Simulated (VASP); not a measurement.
# Sb (Fm-3m) in VASP: notebook

Runs on Sb. Level: LDA. Tasks: single point, relaxation of cell and atoms.

Everything below comes from runs of VASP 6.6.1. Logs are shortened: lines on timing, memory, paths and dates and some standing lists are left out, and cuts for length are marked.

## Step 1: The cell of the first run

Symmetry: Fm-3m, No. 225, cubic system. Conventional cell: a = 4.413 Å, b = 4.413 Å, c = 4.413 Å, α = 90.00°, β = 90.00°, γ = 90.00°. Sb (site symmetry m-3m) has 12 Sb at 3.12 Å within 4.1 Å.

This isn't the form of Sb at room conditions, which is rhombohedral.

## Step 2: Single point, LDA

INCAR reads:

```
SYSTEM = Sb
ALGO = Normal
EDIFF = 1E-6
ENCUT = 500
GGA = CA
GGA_COMPAT = .False.
ISIF = 2
ISMEAR = -1
LASPH = .True.
LCHARG = .True.
LELF = .True.
LREAL = .False.
LVHAR = .True.
LWAVE = .False.
NBANDS = 8
NELM = 120
PREC = Accurate
SIGMA = 0.05
```

KPOINTS reads:

```
k-points
0
Gamma
  8 8 8
  0 0 0
```

POSCAR reads:

```
Sb
1.0
    0.0000000000      2.2064393801      2.2064393801
    2.2064393801      0.0000000000      2.2064393801
    2.2064393801      2.2064393801      0.0000000000
Sb
1
Direct
    0.0000000000      0.0000000000      0.0000000000
```

Potentials or basis: VASP PAW LDA potentials, release 64 (Sb).

Started as:

```
> cat potpaw_LDA.64/Sb/POTCAR > POTCAR
> mpirun -np 1 vasp_std > vasp.out
```

OUTCAR:

```text
SYSTEM = Sb
   EDIFF = 1E-6
   ENCUT = 500
   GGA = CA
   ISIF = 2
   ISMEAR = -1
   LASPH = .True.
   LREAL = .False.
   NELM = 120
   PREC = Accurate

 ion  position               nearest neighbor table
   1  0.000  0.000  0.000-

  LATTYP: Found a face centered cubic cell.
 ALAT       =     4.4128787602

  Lattice vectors:

 A1 = (   0.0000000000,   2.2064393801,   2.2064393801)
 A2 = (   2.2064393801,   0.0000000000,   2.2064393801)
 A3 = (   2.2064393801,   2.2064393801,   0.0000000000)

Analysis of symmetry for initial positions (statically):
=====================================================================
 Subroutine PRICEL returns:
 Original cell was already a primitive cell.

 Routine SETGRP: Setting up the symmetry group for a
 face centered cubic supercell.

 Subroutine GETGRP returns: Found 48 space group operations
 (whereof 48 operations were pure point group operations)
 out of a pool of 48 trial point group operations.

The static configuration has the point symmetry O_h .

Analysis of symmetry for dynamics (positions and initial velocities):
=====================================================================
 Subroutine PRICEL returns:
 Original cell was already a primitive cell.

 Routine SETGRP: Setting up the symmetry group for a
 face centered cubic supercell.

 Subroutine GETGRP returns: Found 48 space group operations
 (whereof 48 operations were pure point group operations)
 out of a pool of 48 trial point group operations.

The dynamic configuration has the point symmetry O_h .

 Subroutine INISYM returns: Found 48 space group operations
 (whereof 48 operations are pure point group operations),
 and found     1 'primitive' translations

----------------------------------------------------------------------------------------

                                     Primitive cell

  volume of cell :      21.4835

  direct lattice vectors                    reciprocal lattice vectors
     0.000000000  2.206439380  2.206439380    -0.226609443  0.226609443  0.226609443
     2.206439380  0.000000000  2.206439380     0.226609443 -0.226609443  0.226609443
     2.206439380  2.206439380  0.000000000     0.226609443  0.226609443 -0.226609443

  length of vectors
     3.120376496  3.120376496  3.120376496     0.392499070  0.392499070  0.392499070

  position of ions in fractional coordinates (direct lattice)
     0.000000000  0.000000000  0.000000000

  ion indices of the primitive-cell ions
   primitive index   ion index
                 1           1

----------------------------------------------------------------------------------------

 KPOINTS: k-points

Automatic generation of k-mesh.
 Grid dimensions read from file:
 generate k-points for:    8    8    8

 Generating k-lattice:

  Cartesian coordinates                     Fractional coordinates (reciprocal lattice)
    -0.028326180  0.028326180  0.028326180     0.125000000  0.000000000  0.000000000
     0.028326180 -0.028326180  0.028326180     0.000000000  0.125000000  0.000000000
     0.028326180  0.028326180 -0.028326180     0.000000000  0.000000000  0.125000000

  Length of vectors
     0.049062384  0.049062384  0.049062384

  Shift w.r.t. Gamma in fractional coordinates (k-lattice)
     0.000000000  0.000000000  0.000000000

 Subroutine IBZKPT returns following result:
 ===========================================

 Found     29 irreducible k-points:

 Following reciprocal coordinates:
            Coordinates               Weight
  0.000000  0.000000  0.000000      1.000000
  0.125000  0.000000  0.000000      8.000000
  0.250000  0.000000  0.000000      8.000000
  0.375000  0.000000  0.000000      8.000000
  0.500000  0.000000  0.000000      4.000000
  0.125000  0.125000  0.000000      6.000000
[... 16 lines left out ...]
  0.500000  0.250000  0.125000     48.000000
 -0.375000  0.250000  0.125000     24.000000
 [... further k-points ...]
   k-points           NKPTS =     29   k-points in BZ     NKDIM =     29   number of bands    NBANDS=      8
   number of dos      NEDOS =    301   number of ions     NIONS =      1
   total plane-waves  NPLWV =  13824
   dimension x,y,z NGX =    24 NGY =   24 NGZ =   24
   dimension x,y,z NGXF=    48 NGYF=   48 NGZF=   48
   ions per type =               1
   NGX,Y,Z   is equivalent  to a cutoff of  12.79, 12.79, 12.79 a.u.
   NGXF,Y,Z  is equivalent  to a cutoff of  25.57, 25.57, 25.57 a.u.
 SYSTEM =  Sb
   PREC   = accura    normal or accurate (medium, high low for compatibility)
   ISTART =      0    job   : 0-new  1-cont  2-samecut
   ICHARG =      2    charge: 1-file 2-atom 10-const
   ISPIN  =      1    spin polarized calculation?
   LNONCOLLINEAR =      F non collinear calculations
   LSORBIT =      F    spin-orbit coupling
   LASPH  =      T    aspherical Exc in radial PAW
   ENCUT  =  500.0 eV  36.75 Ry    6.06 a.u.   5.69  5.69  5.69*2*pi/ulx,y,z
   NELM   =    120;   NELMIN=  2; NELMDL= -5     # of ELM steps
   EDIFF  = 0.1E-05   stopping-criterion for ELM
   LREAL  =      F    real-space projection
   EDIFFG = 0.1E-04   stopping-criterion for IOM
   NSW    =      0    number of steps for IOM
   IBRION =     -1    ionic relax: 0-MD 1-quasi-New 2-CG
   NFREE  =      0    steps in history (QN), initial steepest desc. (CG)
   ISIF   =      2    stress and relaxation
   ISYM   =      2    0-nonsym 1-usesym 2-fastsym
   POTIM  = 0.5000    time-step for ionic-motion
   TEBEG  =    0.0;   TEEND  =   0.0 temperature during run
   PSTRESS=    0.0 pullay stress
   NELECT =       5.0000    total number of electrons
   NUPDOWN=      -1.0000    fix difference up-down
   EMIN   =  10.00;   EMAX   =-10.00  energy-range for DOS
   EFERMI =   0.00;   METHOD = LEGACY
   ISMEAR =    -1;   SIGMA  =   0.05  broadening in eV -4-tet -1-fermi 0-gaus
   EFERMI_NEDOS =   21; number of points for ismear=-14 and -15
   IALGO  =     38    algorithm
   IMIX   =      4    mixing-type and parameters
     AMIX     =   0.40;   BMIX     =  1.00
     AMIX_MAG =   1.60;   BMIX_MAG =  1.00
  volume/ion in A,a.u.               =      21.48       144.98
  Fermi-wavevector in a.u.,A,eV,Ry     =   1.007000  1.902954 13.796976  1.014049
  Thomas-Fermi vector in A             =   2.139778
   LORBIT       =      0    0 simple, 1 ext, 2 COOP (PROOUT), +10 PAW based schemes
   GGA     = CA    functional components
   LHFCALC =     F    Hartree Fock is set to
   AEXX    =    0.0000 exact exchange contribution
   IVDW    =     0    specifies the selected vdW correction
   LEPSILON=     F    determine dielectric tensor
   LRPA    =     F    only Hartree local field effects (RPA)
 non-spin polarized calculation
  energy-cutoff  :      500.00
  volume of cell :       21.48
 maximum number of plane-waves:       560
   NGX = 11   NGY = 11   NGZ = 11

 number of electron       5.0000000 magnetization

 Free energy of the ion-electron system (eV)
  ---------------------------------------------------
  ext. energy  EPLUGINS =         0.00000000
  ---------------------------------------------------
  free energy    TOTEN  =        -4.28025762 eV

  energy without entropy =       -4.26854714  energy(sigma->0) =       -4.27440238

 E-fermi :  11.5430     XC(G=0): -11.3689

 val. band max:       11.5259975942   @ k =   0.5000   0.2500   0.1250
 cond. band min:      11.5514263277   @ k =  -0.3750   0.2500   0.1250
 fundamental gap:      0.0254287336
 Fermi energy:        11.5430416776

 k-point     1 :       0.0000    0.0000    0.0000
  band No.  band energies     occupation
      1      -3.2253      2.00000
      2      18.7599      0.00000
      3      18.7599      0.00000
      4      18.7599      0.00000
      5      21.9189      0.00000
      6      22.1875      0.00000
      7      22.1875      0.00000
      8      22.1875      0.00000

 k-point     2 :       0.1250    0.0000    0.0000
  band No.  band energies     occupation
      1      -2.8461      2.00000
      2      15.5366      0.00000
      3      18.1895      0.00000
      4      18.1895      0.00000
      5      20.9523      0.00000
      6      23.0104      0.00000
      7      23.0104      0.00000
      8      25.0029      0.00000

 k-point     3 :       0.2500    0.0000    0.0000
  band No.  band energies     occupation
      1      -1.7117      2.00000
      2      10.9464      1.99999
      3      17.3027      0.00000
      4      17.3027      0.00000
      5      20.7140      0.00000
      6      22.7429      0.00000
      7      22.7429      0.00000
      8      24.0559      0.00000

 k-point     4 :       0.3750    0.0000    0.0000
  band No.  band energies     occupation
      1       0.1355      2.00000
      2       6.8568      2.00000
      3      16.6777      0.00000
      4      16.6777      0.00000
      5      20.8188      0.00000
      6      21.6446      0.00000
      7      21.6446      0.00000
      8      22.4208      0.00000

 k-point     5 :       0.5000    0.0000    0.0000
  band No.  band energies     occupation
      1       1.8913      2.00000
      2       4.3337      2.00000
      3      16.4576      0.00000
      4      16.4576      0.00000
      5      21.2473      0.00000
      6      21.2473      0.00000
      7      21.3262      0.00000
      8      21.3907      0.00000
[... 177 lines left out ...]
 k-point    22 :       0.3750    0.2500    0.1250
  band No.  band energies     occupation
      1      -0.7061      2.00000
      2      11.3289      1.97279
      3      12.2260      0.00000
      4      15.7029      0.00000
      5      20.3760      0.00000
      6      20.4156      0.00000
      7      23.9301      0.00000
      8      26.1232      0.00000

 k-point    23 :       0.5000    0.2500    0.1250
  band No.  band energies     occupation
      1       1.1194      2.00000
      2       7.7764      2.00000
      3      11.5260      1.16881
      4      14.0857      0.00000
      5      20.0314      0.00000
      6      22.1537      0.00000
      7      23.7863      0.00000
      8      26.4936      0.00000

 k-point    24 :      -0.3750    0.2500    0.1250
  band No.  band energies     occupation
      1       2.8060      2.00000
      2       5.3787      2.00000
      3      11.5514      0.91635
      4      13.3333      0.00000
      5      19.9591      0.00000
      6      21.8634      0.00000
      7      26.2302      0.00000
      8      26.5820      0.00000

 [... further k-points ...]

------------------------ aborting loop because EDIFF is reached ----------------------------------------

  FORCE on cell =-STRESS in cart. coord.  units (eV):
  Direction    XX          YY          ZZ          XY          YZ          ZX
  --------------------------------------------------------------------------------------
  -------------------------------------------------------------------------------------
  Total        2.7277707      2.7277707      2.7277707     -0.0000000     -0.0000000      0.0000000
  in kB      203.4288051    203.4288051    203.4288051     -0.0000000     -0.0000000      0.0000000
  external PRESSURE =     203.4288051 kB  Pullay stress =       0.0000000 kB

 VOLUME and BASIS-vectors are now :
 -----------------------------------------------------------------------------
  energy-cutoff  :      500.00
  volume of cell :       21.48
      direct lattice vectors                 reciprocal lattice vectors
     0.000000000  2.206439380  2.206439380    -0.226609443  0.226609443  0.226609443
     2.206439380  0.000000000  2.206439380     0.226609443 -0.226609443  0.226609443
     2.206439380  2.206439380  0.000000000     0.226609443  0.226609443 -0.226609443

 POSITION                                       TOTAL-FORCE (eV/Angst)
 -----------------------------------------------------------------------------------
      0.00000      0.00000      0.00000         0.000000      0.000000      0.000000
 -----------------------------------------------------------------------------------
    total drift:                               -0.000000      0.000000      0.000000

  FREE ENERGIE OF THE ION-ELECTRON SYSTEM (eV)
  ---------------------------------------------------
  free  energy   TOTEN  =        -4.2802576158 eV

  energy  without entropy=       -4.2685471442  energy(sigma->0) =       -4.27440238
```

It took 3.6 s on 1 thread of AMD EPYC 7R13 (Zen 3), shared host; peak memory 0.1 GiB.

Results:

- Free energy: -4.2803 eV
- Pressure: 20.3 GPa
- Band gap on the k mesh: zero (an odd number of electrons rules out a gap without spin polarisation)

Caveat: the cell stands under pressure; spin-orbit coupling is left out, which moves the levels of the heavy elements.

## Step 3: Single point, LDA

This run uses another cell than the first one, of 20.26 Å³/atom.

INCAR reads:

```
SYSTEM = Sb
PREC = Accurate
ENCUT = 500
EDIFF = 1E-6
ISMEAR = -1
SIGMA = 0.05
LREAL = .FALSE.
LASPH = .TRUE.
NELM = 120
ALGO = Normal
ISIF = 2
LWAVE = .FALSE.
LCHARG = .FALSE.
GGA = CA
NBANDS = 8
GGA_COMPAT = .FALSE.
```

KPOINTS reads:

```
regular mesh
0
G
  8 8 8
  0 0 0
```

POSCAR reads:

```
Sb
1.0
    0.0000000000      2.1636808280      2.1636808280
    2.1636808280      0.0000000000      2.1636808280
    2.1636808280      2.1636808280      0.0000000000
Sb
1
Direct
    0.0000000000      0.0000000000      0.0000000000
```

Potentials or basis: VASP PAW LDA potentials, release 64 (Sb).

Started as:

```
> cat potpaw_LDA.64/Sb/POTCAR > POTCAR
> mpirun -np 1 vasp_std > vasp.out
```

Wall time 3.3 s (1 thread of AMD EPYC 7R13 (Zen 3), shared host); peak memory 0.09 GiB.

It converged, with:

| Quantity | Value |
| --- | --- |
| Free energy | -4.0875 eV |
| Pressure | 30.5 GPa |
| Band gap on the k mesh | zero (an odd number of electrons rules out a gap without spin polarisation) |

Levels at points of the mesh, in eV from the Fermi level:
```
           k point  band 1  band 2  band 3  band 4  band 5  band 6  band 7
(0.00, 0.00, 0.00)  -15.41    7.70    7.70    7.70   10.25   10.80   10.80
(0.50, 0.00, 0.00)   -9.89   -7.72    5.21    5.21    9.67    9.82    9.82
(0.50, 0.50, 0.00)   -7.35   -6.50    0.50    0.50    4.70    4.76   17.94
```

Caveat: the cell stands under pressure; spin-orbit coupling is left out, which moves the levels of the heavy elements.

## Step 4: Single point, LDA

This run uses another cell than the first one, of 23.24 Å³/atom.

INCAR reads:

```
SYSTEM = Sb
PREC = Accurate
ENCUT = 500
EDIFF = 1E-6
ISMEAR = -1
SIGMA = 0.05
LREAL = .False.
LASPH = .True.
NELM = 120
ALGO = Normal
ISIF = 2
LWAVE = .False.
LCHARG = .False.
NBANDS = 8
GGA_COMPAT = .False.
```

KPOINTS reads:

```
Automatic mesh
0
Gamma
  8 8 8
  0 0 0
```

POSCAR reads:

```
Sb
1.0
    0.0000000000      2.2651296383      2.2651296383
    2.2651296383      0.0000000000      2.2651296383
    2.2651296383      2.2651296383      0.0000000000
Sb
1
Direct
    0.0000000000      0.0000000000      0.0000000000
```

Potentials or basis: VASP PAW LDA potentials, release 64 (Sb).

Started as:

```
> cat potpaw_LDA.64/Sb/POTCAR > POTCAR
> mpirun -np 1 vasp_std > vasp.out
```

OUTCAR:

```text
SYSTEM = Sb
   PREC = Accurate
   ENCUT = 500
   EDIFF = 1E-6
   ISMEAR = -1
   LREAL = .False.
   LASPH = .True.
   NELM = 120
   ISIF = 2

 ion  position               nearest neighbor table
   1  0.000  0.000  0.000-

  LATTYP: Found a face centered cubic cell.
 ALAT       =     4.5302592766

  Lattice vectors:

 A1 = (   0.0000000000,   2.2651296383,   2.2651296383)
 A2 = (   2.2651296383,   0.0000000000,   2.2651296383)
 A3 = (   2.2651296383,   2.2651296383,   0.0000000000)

Analysis of symmetry for initial positions (statically):
=====================================================================
 Subroutine PRICEL returns:
 Original cell was already a primitive cell.

 Routine SETGRP: Setting up the symmetry group for a
 face centered cubic supercell.

 Subroutine GETGRP returns: Found 48 space group operations
 (whereof 48 operations were pure point group operations)
 out of a pool of 48 trial point group operations.

The static configuration has the point symmetry O_h .

Analysis of symmetry for dynamics (positions and initial velocities):
=====================================================================
 Subroutine PRICEL returns:
[... 160 lines left out ...]

 k-point     1 :       0.0000    0.0000    0.0000
  band No.  band energies     occupation
      1      -3.7003      2.00000
      2      16.8608      0.00000
      3      16.8608      0.00000
      4      16.8608      0.00000
      5      20.7058      0.00000
      6      20.7058      0.00000
      7      20.7058      0.00000
      8      20.7650      0.00000
[... 243 lines left out ...]
 k-point    24 :      -0.3750    0.2500    0.1250
  band No.  band energies     occupation
      1       1.7351      2.00000
      2       4.6638      2.00000
      3      10.2480      1.46223
      4      12.0572      0.00000
      5      18.4867      0.00000
      6      20.3098      0.00000
      7      24.4005      0.00000
      8      24.8640      0.00000

 [... further k-points ...]

------------------------ aborting loop because EDIFF is reached ----------------------------------------

  FORCE on cell =-STRESS in cart. coord.  units (eV):
  Direction    XX          YY          ZZ          XY          YZ          ZX
  --------------------------------------------------------------------------------------
  -------------------------------------------------------------------------------------
  Total        1.4653009      1.4653009      1.4653009      0.0000000      0.0000000      0.0000000
  in kB      101.0015931    101.0015931    101.0015931      0.0000000      0.0000000      0.0000000
  external PRESSURE =     101.0015931 kB  Pullay stress =       0.0000000 kB

 VOLUME and BASIS-vectors are now :
 -----------------------------------------------------------------------------
  energy-cutoff  :      500.00
  volume of cell :       23.24
      direct lattice vectors                 reciprocal lattice vectors
     0.000000000  2.265129638  2.265129638    -0.220737918  0.220737918  0.220737918
     2.265129638  0.000000000  2.265129638     0.220737918 -0.220737918  0.220737918
     2.265129638  2.265129638  0.000000000     0.220737918  0.220737918 -0.220737918

 POSITION                                       TOTAL-FORCE (eV/Angst)
 -----------------------------------------------------------------------------------
      0.00000      0.00000      0.00000        -0.000000     -0.000000     -0.000000
 -----------------------------------------------------------------------------------
    total drift:                               -0.000000      0.000000     -0.000000

  FREE ENERGIE OF THE ION-ELECTRON SYSTEM (eV)
  ---------------------------------------------------
  free  energy   TOTEN  =        -4.4435410520 eV

  energy  without entropy=       -4.4293607908  energy(sigma->0) =       -4.43645092
```

OSZICAR:

```text
N       E                     dE             d eps       ncg     rms          rms(c)
DAV:   1     0.351464177247E+01    0.35146E+01   -0.16990E+03   472   0.403E+02
DAV:   2    -0.437724068030E+01   -0.78919E+01   -0.75340E+01   696   0.520E+01
DAV:   3    -0.445138608424E+01   -0.74145E-01   -0.73557E-01   544   0.564E+00
DAV:   4    -0.445153635456E+01   -0.15027E-03   -0.15027E-03   712   0.309E-01
DAV:   5    -0.445153650701E+01   -0.15245E-06   -0.15239E-06   584   0.702E-03    0.233E+00
DAV:   6    -0.444654916746E+01    0.49873E-02   -0.64153E-04   640   0.114E-01    0.137E+00
DAV:   7    -0.444354790609E+01    0.30013E-02   -0.14309E-03   536   0.171E-01    0.238E-02
DAV:   8    -0.444354137202E+01    0.65341E-05   -0.18245E-05   672   0.333E-02    0.940E-03
DAV:   9    -0.444354105199E+01    0.32003E-06   -0.26216E-07   528   0.324E-03
   1 F= -.44435411E+01 E0= -.44364509E+01  d E =-.141803E-01
```

Run time: 3 s. Hardware: 1 thread of AMD EPYC 7R13 (Zen 3), shared host; peak memory 0.09 GiB.

Results:

```
Free energy            : -4.4435 eV
Pressure               : 10.1 GPa
Band gap on the k mesh : zero (an odd number of electrons rules out a gap without spin polarisation)
```

Levels at points of the mesh, in eV from the Fermi level:
| k point | band 1 | band 2 | band 3 | band 4 | band 5 |
| --- | --- | --- | --- | --- | --- |
| (0.00, 0.00, 0.00) | -14.00 | 6.56 | 6.56 | 6.56 | 10.41 |
| (0.50, 0.00, 0.00) | -9.40 | -6.60 | 4.50 | 4.50 | 9.28 |
| (0.50, 0.50, 0.00) | -7.34 | -5.56 | 0.56 | 0.56 | 4.54 |

Caveat: the cell stands under pressure; spin-orbit coupling is left out, which moves the levels of the heavy elements.

(Part 1 of 2 ends here.)
